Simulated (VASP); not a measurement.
Input of a VASP 6.6.1 run:

Contents of INCAR:

```
PREC = Accurate ; ENCUT = 600
EDIFF = 1E-6 ; ISMEAR = 0
SIGMA = 0.02 ; LREAL = F
LASPH = T ; NELM = 60
ALGO = Normal ; ISIF = 4
LWAVE = F ; LCHARG = F
GGA = PS ; IBRION = 2
NSW = 50 ; EDIFFG = -0.01
```

KPOINTS

```
Automatic mesh
0
Gamma
  8 8 4
```

File POSCAR:

```
F
1.0
    2.9063966728     -1.7327616559      0.1721693692
    2.9063966728      1.7327616559      0.1721693692
   -1.1816797371      0.0000000000      6.7178124792
F
4
Direct
    0.9276422188      0.5807683282      0.0942946714
    0.4192316718      0.0723577812      0.4057053286
    0.0723577812      0.4192316718      0.9057053286
    0.5807683282      0.9276422188      0.5942946714
```

Potentials or basis: VASP PAW PBE potentials, release 64 (F).

Run with:

```console
$ cat potpaw_PBE.64/F/POTCAR > POTCAR
$ mpirun -np 1 vasp_std > vasp.out
```

Problem. What does it give for the band gap on the k mesh?

Solution. 2.91 eV, direct.

The path:
```tsv
step	energy change (eV)	largest force (eV/Å)	pressure (GPa)	volume (Å³)
1	0.0000	1.0057	1.87	68.37
2	0.2184	2.3785	-6.27	68.37
3	-0.0252	0.0298	-0.43	68.37
4	-0.0252	0.0053	-0.38	68.37
5	-0.0252	0.0224	-0.33	68.37
6	-0.0253	0.0226	-0.32	68.37
7	-0.0256	0.0220	-0.31	68.37
8	-0.0260	0.0214	-0.30	68.37
9	-0.0267	0.0202	-0.30	68.37
10	-0.0276	0.0167	-0.27	68.37
11	-0.0277	0.0147	-0.26	68.37
12	-0.0234	0.3885	-1.18	68.37
13	-0.0277	0.0194	-0.30	68.37
14	-0.0279	0.0198	-0.32	68.37
15	-0.0283	0.0306	-0.36	68.37
16	-0.0284	0.0818	-0.50	68.37
17	-0.0285	0.0527	-0.42	68.37
18	-0.0286	0.0298	-0.38	68.37
19	-0.0286	0.0048	-0.31	68.37
```

Caveat: the cell differs from its parent crystal (volume scaled by 0.94); the PAW data sets were made with another functional, which shifts forces and pressure a little. A k mesh can miss the band edges.
